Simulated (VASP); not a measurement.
HfN: single point with PBEsol

Crystal: HfN.

```
Hf N
1.0
     3.13391    0.00000    0.00000
    -1.56695    2.71404    0.00000
     0.00000    0.00000    5.41677
Hf N
2 2
Direct
  0.66667 0.33333 0.75000
  0.33333 0.66667 0.25000
  0.00000 0.00000 0.00000
  0.00000 0.00000 0.50000
```

| Quantity | Value |
| --- | --- |
| Program | VASP 6.6.1 |
| Task | single point |
| Functional | PBEsol |
| Potentials or basis | VASP PAW PBE potentials, release 64 (Hf_pv, N) |
| Cutoff | 520 eV |
| k mesh | 8 × 8 × 4 |
| Occupations | methfessel-paxton, width 0.05 eV |
| Spin | no spin polarisation |
| Dipole correction | no |
| Further INCAR settings | ALGO = Normal; EDIFF = 1e-06; NBANDS = 23 |

```
Pressure               : -4.1 GPa
Band gap on the k mesh : zero (band 15 reaches 9.62 eV, above the bottom of band 16 at 7.31 eV)
```

Stress tensor (GPa, compression positive):
```
-3.91  0.00  0.00
 0.00 -3.91  0.00
 0.00  0.00 -4.42
```

Levels at points of the mesh, in eV from the Fermi level:
```csv
k point,band 13,band 14,band 15,band 16,band 17,band 18
"(0.00, 0.00, 0.00)",-3.40,-1.53,-0.46,0.88,0.88,1.23
"(0.50, 0.00, 0.00)",-3.07,-2.64,-2.23,2.63,2.91,4.62
"(0.00, 0.00, 0.50)",-4.20,-4.20,2.03,2.03,3.07,3.07
"(0.50, 0.00, 0.50)",-4.29,-4.29,-0.10,-0.10,4.91,4.91
```

Wall time 24 s on 1 thread of Intel Xeon 6975P-C (shared host), peak memory 0.17 GiB.

Caveat: the PAW data sets were made with another functional, which shifts forces and pressure a little; spin-orbit coupling is left out, which moves the levels of the heavy elements.
